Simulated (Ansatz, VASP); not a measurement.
One calculation of Ga3Se, two programs

File INCAR:

```
PREC = Accurate
ENCUT = 520
EDIFF = 1E-7
ISMEAR = 0
SIGMA = 0.5
LREAL = False
LASPH = True
NELM = 60
ALGO = Normal
ISIF = 2
LWAVE = False
LCHARG = False
GGA = PS
NBANDS = 30
```

KPOINTS

```
regular mesh
0
Gamma
  10 10 10
```

POSCAR

```
Ga3Se
1.0
    4.4324650000      0.0000000000      0.0000000000
    0.0000000000      4.4324650000      0.0000000000
    0.0000000000      0.0000000000      4.4324650000
Ga Se
3 1
Direct
    0.0000000000      0.5000000000      0.5000000000
    0.5000000000      0.0000000000      0.5000000000
    0.5000000000      0.5000000000      0.0000000000
    0.0000000000      0.0000000000      0.0000000000
```

Input for Ansatz:

```yaml
crystal:
  lattice:
    - [4.432465, 0.0, 0.0]
    - [0.0, 4.432465, 0.0]
    - [0.0, 0.0, 4.432465]
  atoms:
    - { symbol: Ga, position: [0.0, 0.5, 0.5] }
    - { symbol: Ga, position: [0.5, 0.0, 0.5] }
    - { symbol: Ga, position: [0.5, 0.5, 0.0] }
    - { symbol: Se, position: [0.0, 0.0, 0.0] }
basis:
  ecutwfc: 420
kpoints:
  mp_grid: { grid: [10, 10, 10] }
hamiltonian:
  xc: pbesol
scf:
  occupations: { method: gaussian, width: 0.5 }
output:
  forces: true
  stress: true
  eigenvalues: true
```

Alike in both runs: task single point; functional PBEsol; k mesh 10 × 10 × 10; occupations gaussian, width 0.5 eV; no spin polarisation.

```csv
,VASP,Ansatz
version,VASP 6.6.1,Ansatz 0.2.0
potentials or method,"VASP PAW PBE potentials, release 64 (Ga_d, Se), cutoff 520 eV","scalar-relativistic, plane waves, PAW"
valence electrons in the cell,45,55
```

|  | VASP | Ansatz | Ansatz less VASP |
| --- | --- | --- | --- |
| gap on the k mesh at the Fermi level (eV) | none | none | - |
| pressure (GPa) | -3.6 | -3.7 | -0.05 |

VASP's potentials were made for PBE, not for PBEsol. A gap of «none» marks a metal or a gap that the smearing closes. The functional is the same, so the differences come from potentials, cutoffs and numerics. VASP's potentials hold 45 valence electrons a cell and Ansatz's 55, so a difference there can come from the potentials and not from the codes.
